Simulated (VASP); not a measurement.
# Si (Cmce) in VASP: single point with PBE

Aim: the single point of Si with PBE.

All numbers are computed with VASP 6.6.1; they aren't measurements. Logs are shortened: lines on timing, memory, paths and dates and some standing lists are left out, and cuts for length are marked.

### Step 1. The cell of the first run

The structure is orthorhombic, space group Cmce (No. 64). Conventional cell: a = 7.969 Å, b = 4.776 Å, c = 4.755 Å, α = 90.00°, β = 90.00°, γ = 90.00°. Si (site symmetry m) has 11 Si at 2.32 to 2.52 Å within 3.1 Å. Si (site symmetry 2) has 12 Si at 2.43 to 3.15 Å within 3.2 Å.

### Step 2. Single point, PBE

Contents of INCAR:

```
SYSTEM = Si
PREC = Accurate
ENCUT = 520
EDIFF = 1E-6
ISMEAR = -1
SIGMA = 0.05
LREAL = .FALSE.
LASPH = .TRUE.
NELM = 60
ALGO = Normal
ISIF = 2
LWAVE = .FALSE.
LCHARG = .FALSE.
GGA = PE
NBANDS = 26
```

Contents of KPOINTS:

```
regular mesh
0
G
  6 6 5
  0 0 0
```

Contents of POSCAR:

```
Si
1.0
    3.9843000000     -2.3879500000      0.0000000000
    3.9843000000      2.3879500000      0.0000000000
    0.0000000000      0.0000000000      4.7546000000
Si
8
Direct
    0.8280000000      0.1720000000      0.3280000000
    0.6720000000      0.3280000000      0.8280000000
    0.1720000000      0.8280000000      0.6720000000
    0.3280000000      0.6720000000      0.1720000000
    0.2190000000      0.2190000000      0.0000000000
    0.2810000000      0.2810000000      0.5000000000
    0.7810000000      0.7810000000      0.0000000000
    0.7190000000      0.7190000000      0.5000000000
```

Potentials or basis: VASP PAW PBE potentials, release 64 (Si).

The run is started by

```console
cat potpaw_PBE.64/Si/POTCAR > POTCAR
mpirun -np 1 vasp_std > vasp.out
```

OUTCAR:

```text
SYSTEM = Si
   PREC = Accurate
   ENCUT = 520
   EDIFF = 1E-6
   ISMEAR = -1
   LREAL = .FALSE.
   LASPH = .TRUE.
   NELM = 60
   ISIF = 2
   GGA = PE

 ion  position               nearest neighbor table
   1  0.828  0.172  0.328-   3 2.32   5 2.48   7 2.48   8 2.48   6 2.48   2 2.49   2 2.49   4 2.50
                             4 2.50   6 2.52   8 2.52   5 3.15   7 3.15
   2  0.672  0.328  0.828-   4 2.32   6 2.48   8 2.48   5 2.48   7 2.48   1 2.49   1 2.49   3 2.50
                             3 2.50   7 2.52   5 2.52   8 3.15   6 3.15
   3  0.172  0.828  0.672-   1 2.32   5 2.48   7 2.48   8 2.48   6 2.48   4 2.49   4 2.49   2 2.50
                             2 2.50   6 2.52   8 2.52   7 3.15   5 3.15
   4  0.328  0.672  0.172-   2 2.32   6 2.48   8 2.48   5 2.48   7 2.48   3 2.49   3 2.49   1 2.50
                             1 2.50   7 2.52   5 2.52   6 3.15   8 3.15
   5  0.219  0.219  0.000-   6 2.43   6 2.43   7 2.44   7 2.44   1 2.48   3 2.48   4 2.48   2 2.48
                             2 2.52   4 2.52   3 3.15   1 3.15
   6  0.281  0.281  0.500-   5 2.43   5 2.43   8 2.44   8 2.44   2 2.48   4 2.48   1 2.48   3 2.48
                             3 2.52   1 2.52   2 3.15   4 3.15
   7  0.781  0.781  0.000-   8 2.43   8 2.43   5 2.44   5 2.44   1 2.48   3 2.48   4 2.48   2 2.48
                             2 2.52   4 2.52   3 3.15   1 3.15
   8  0.719  0.719  0.500-   7 2.43   7 2.43   6 2.44   6 2.44   2 2.48   4 2.48   1 2.48   3 2.48
                             3 2.52   1 2.52   2 3.15   4 3.15

  LATTYP: Found a base centered orthorhombic cell.
 ALAT       =     4.7759000000
 B/A-ratio  =     1.6685022718
 C/A-ratio  =     0.9955401076

  Lattice vectors:

 A1 = (  -3.9843000000,  -2.3879500000,   0.0000000000)
 A2 = (   3.9843000000,  -2.3879500000,   0.0000000000)
 A3 = (   0.0000000000,   0.0000000000,   4.7546000000)

Analysis of symmetry for initial positions (statically):
=====================================================================
 Subroutine PRICEL returns:
 Original cell was already a primitive cell.

 Routine SETGRP: Setting up the symmetry group for a
 base centered orthorhombic supercell.

 Subroutine GETGRP returns: Found  8 space group operations
 (whereof  4 operations were pure point group operations)
 out of a pool of  8 trial point group operations.

The static configuration has the point symmetry C_2h.
 The point group associated with its full space group is D_2h.

Analysis of symmetry for dynamics (positions and initial velocities):
=====================================================================
 Subroutine PRICEL returns:
 Original cell was already a primitive cell.

 Routine SETGRP: Setting up the symmetry group for a
 base centered orthorhombic supercell.

 Subroutine GETGRP returns: Found  8 space group operations
 (whereof  4 operations were pure point group operations)
 out of a pool of  8 trial point group operations.

The dynamic configuration has the point symmetry C_2h.
 The point group associated with its full space group is D_2h.

 Subroutine INISYM returns: Found  8 space group operations
 (whereof  4 operations are pure point group operations),
 and found     1 'primitive' translations

----------------------------------------------------------------------------------------

                                     Primitive cell

  volume of cell :      90.4735

  direct lattice vectors                    reciprocal lattice vectors
     3.984300000 -2.387950000  0.000000000     0.125492558 -0.209384619  0.000000000
     3.984300000  2.387950000  0.000000000     0.125492558  0.209384619  0.000000000
     0.000000000  0.000000000  4.754600000     0.000000000  0.000000000  0.210322635

  length of vectors
     4.645099751  4.645099751  4.754600000     0.244111247  0.244111247  0.210322635

  position of ions in fractional coordinates (direct lattice)
     0.828000000  0.172000000  0.328000000
     0.672000000  0.328000000  0.828000000
     0.172000000  0.828000000  0.672000000
     0.328000000  0.672000000  0.172000000
     0.219000000  0.219000000  0.000000000
     0.281000000  0.281000000  0.500000000
     0.781000000  0.781000000  0.000000000
     0.719000000  0.719000000  0.500000000

  ion indices of the primitive-cell ions
   primitive index   ion index
                 1           1
                 2           2
                 3           3
                 4           4
                 5           5
                 6           6
                 7           7
                 8           8

----------------------------------------------------------------------------------------

 KPOINTS: regular mesh

Automatic generation of k-mesh.
 Grid dimensions read from file:
 generate k-points for:    6    6    5

 Generating k-lattice:

  Cartesian coordinates                     Fractional coordinates (reciprocal lattice)
     0.020915426 -0.034897436  0.000000000     0.166666667  0.000000000  0.000000000
     0.020915426  0.034897436  0.000000000     0.000000000  0.166666667  0.000000000
     0.000000000  0.000000000  0.042064527     0.000000000  0.000000000  0.200000000

  Length of vectors
     0.040685208  0.040685208  0.042064527

  Shift w.r.t. Gamma in fractional coordinates (k-lattice)
     0.000000000  0.000000000  0.000000000

 Subroutine IBZKPT returns following result:
 ===========================================

 Found     39 irreducible k-points:

 Following reciprocal coordinates:
            Coordinates               Weight
  0.000000  0.000000  0.000000      1.000000
  0.166667 -0.000000  0.000000      4.000000
  0.333333  0.000000  0.000000      4.000000
  0.500000  0.000000  0.000000      2.000000
  0.166667  0.166667  0.000000      2.000000
  0.333333  0.166667  0.000000      4.000000
[... 16 lines left out ...]
  0.333333  0.333333  0.200000      4.000000
  0.500000  0.333333  0.200000      8.000000
 [... further k-points ...]
   k-points           NKPTS =     39   k-points in BZ     NKDIM =     39   number of bands    NBANDS=     26
   number of dos      NEDOS =    301   number of ions     NIONS =      8
   total plane-waves  NPLWV =  46656
   dimension x,y,z NGX =    36 NGY =   36 NGZ =   36
   dimension x,y,z NGXF=    72 NGYF=   72 NGZF=   72
   ions per type =               8
   NGX,Y,Z   is equivalent  to a cutoff of  12.88, 12.88, 12.59 a.u.
   NGXF,Y,Z  is equivalent  to a cutoff of  25.77, 25.77, 25.18 a.u.
 SYSTEM =  Si
   PREC   = accura    normal or accurate (medium, high low for compatibility)
   ISTART =      0    job   : 0-new  1-cont  2-samecut
   ICHARG =      2    charge: 1-file 2-atom 10-const
   ISPIN  =      1    spin polarized calculation?
   LNONCOLLINEAR =      F non collinear calculations
   LSORBIT =      F    spin-orbit coupling
   LASPH  =      T    aspherical Exc in radial PAW
   ENCUT  =  520.0 eV  38.22 Ry    6.18 a.u.   8.64  8.64  8.84*2*pi/ulx,y,z
   NELM   =     60;   NELMIN=  2; NELMDL= -5     # of ELM steps
   EDIFF  = 0.1E-05   stopping-criterion for ELM
   LREAL  =      F    real-space projection
   EDIFFG = 0.1E-04   stopping-criterion for IOM
   NSW    =      0    number of steps for IOM
   IBRION =     -1    ionic relax: 0-MD 1-quasi-New 2-CG
   NFREE  =      0    steps in history (QN), initial steepest desc. (CG)
   ISIF   =      2    stress and relaxation
   ISYM   =      2    0-nonsym 1-usesym 2-fastsym
   POTIM  = 0.5000    time-step for ionic-motion
   TEBEG  =    0.0;   TEEND  =   0.0 temperature during run
   PSTRESS=    0.0 pullay stress
   NELECT =      32.0000    total number of electrons
   NUPDOWN=      -1.0000    fix difference up-down
   EMIN   =  10.00;   EMAX   =-10.00  energy-range for DOS
   EFERMI =   0.00;   METHOD = LEGACY
   ISMEAR =    -1;   SIGMA  =   0.05  broadening in eV -4-tet -1-fermi 0-gaus
   EFERMI_NEDOS =   21; number of points for ismear=-14 and -15
   IALGO  =     38    algorithm
   IMIX   =      4    mixing-type and parameters
     AMIX     =   0.40;   BMIX     =  1.00
     AMIX_MAG =   1.60;   BMIX_MAG =  1.00
  volume/ion in A,a.u.               =      11.31        76.32
  Fermi-wavevector in a.u.,A,eV,Ry     =   1.157758  2.187845 18.237294  1.340403
  Thomas-Fermi vector in A             =   2.294366
   LORBIT       =      0    0 simple, 1 ext, 2 COOP (PROOUT), +10 PAW based schemes
   GGA     = PE    functional components
   LHFCALC =     F    Hartree Fock is set to
   AEXX    =    0.0000 exact exchange contribution
   IVDW    =     0    specifies the selected vdW correction
   LEPSILON=     F    determine dielectric tensor
   LRPA    =     F    only Hartree local field effects (RPA)
 non-spin polarized calculation
  energy-cutoff  :      520.00
  volume of cell :       90.47
 maximum number of plane-waves:      2463
 NGX is ok and might be reduce to    36
   NGX = 17   NGY = 17   NGZ = 17

 number of electron      32.0000001 magnetization

 Free energy of the ion-electron system (eV)
  ---------------------------------------------------
  ext. energy  EPLUGINS =         0.00000000
  ---------------------------------------------------
  free energy    TOTEN  =       -37.24336860 eV

  energy without entropy =      -37.22771023  energy(sigma->0) =      -37.23553942

 E-fermi :  13.6939     XC(G=0): -12.2009

 val. band max:       13.6770936657   @ k =   0.1667   0.1667   0.0000
 cond. band min:      13.7451358975   @ k =   0.1667  -0.0000   0.0000
 fundamental gap:      0.0680422317
 Fermi energy:        13.6938978870

 k-point     1 :       0.0000    0.0000    0.0000
  band No.  band energies     occupation
      1      -3.2028      2.00000
      2       2.8828      2.00000
      3       3.3217      2.00000
      4       4.7527      2.00000
      5       5.3558      2.00000
      6       5.3873      2.00000
[... 18 lines left out ...]
     25      21.6126      0.00000
     26      21.7466      0.00000

 k-point     2 :       0.1667   -0.0000    0.0000
  band No.  band energies     occupation
      1      -2.9629      2.00000
      2       2.6590      2.00000
      3       3.1380      2.00000
      4       3.5510      2.00000
      5       4.2045      2.00000
      6       4.4980      2.00000
[... 18 lines left out ...]
     25      21.6809      0.00000
[... 608 lines left out ...]
     25      18.9933      0.00000
     26      20.1665      0.00000

 k-point    24 :       0.5000    0.3333    0.2000
  band No.  band energies     occupation
      1      -1.2115      2.00000
      2       0.3462      2.00000
      3       1.4610      2.00000
      4       2.5538      2.00000
      5       4.0750      2.00000
      6       5.1524      2.00000
[... 18 lines left out ...]
     25      18.8997      0.00000
     26      19.4116      0.00000

 [... further k-points ...]
[... 5 lines left out ...]
  --------------------------------------------------------------------------------------
  -------------------------------------------------------------------------------------
  Total       22.7626836     24.4323640     22.8931078      0.0000000     -0.0000000      0.0000000
  in kB      403.1000037    432.6680535    405.4096608      0.0000000     -0.0000000      0.0000000
  external PRESSURE =     413.7259060 kB  Pullay stress =       0.0000000 kB

 VOLUME and BASIS-vectors are now :
 -----------------------------------------------------------------------------
  energy-cutoff  :      520.00
  volume of cell :       90.47
      direct lattice vectors                 reciprocal lattice vectors
     3.984300000 -2.387950000  0.000000000     0.125492558 -0.209384619  0.000000000
     3.984300000  2.387950000  0.000000000     0.125492558  0.209384619  0.000000000
     0.000000000  0.000000000  4.754600000     0.000000000  0.000000000  0.210322635

 POSITION                                       TOTAL-FORCE (eV/Angst)
 -----------------------------------------------------------------------------------
      3.98430     -1.56650      1.55951         0.000000      0.198610     -0.172393
      3.98430     -0.82145      3.93681         0.000000     -0.198610     -0.172393
      3.98430      1.56650      3.19509         0.000000     -0.198610      0.172393
      3.98430      0.82145      0.81779         0.000000      0.198610      0.172393
      1.74512      0.00000      0.00000        -0.179717      0.000000      0.000000
      2.23918      0.00000      2.37730         0.179717      0.000000      0.000000
      6.22348      0.00000      0.00000         0.179717      0.000000      0.000000
      5.72942      0.00000      2.37730        -0.179717      0.000000      0.000000
 -----------------------------------------------------------------------------------
    total drift:                               -0.000000     -0.000000     -0.000000

  FREE ENERGIE OF THE ION-ELECTRON SYSTEM (eV)
  ---------------------------------------------------
  free  energy   TOTEN  =       -37.2433685983 eV

  energy  without entropy=      -37.2277102327  energy(sigma->0) =      -37.23553942
```

It took 49 s on 1 thread of Intel Xeon Platinum 8259CL at 2.50GHz (Skylake/Cascade Lake), shared host; peak memory 0.22 GiB.

Results:

| Item | Value |
| --- | --- |
| Free energy | -37.2434 eV |
| Pressure | 41.4 GPa |
| Largest force | 0.263 eV/Å |
| Band gap on the k mesh | zero (band 16 reaches 15.65 eV, above the bottom of band 17 at 11.93 eV) |

Forces on the atoms (eV/Å):
```
Si   0.000  0.199 -0.172
Si   0.000 -0.199 -0.172
Si   0.000 -0.199  0.172
Si   0.000  0.199  0.172
Si  -0.180  0.000  0.000
Si   0.180  0.000  0.000
Si   0.180  0.000  0.000
Si  -0.180  0.000  0.000
```
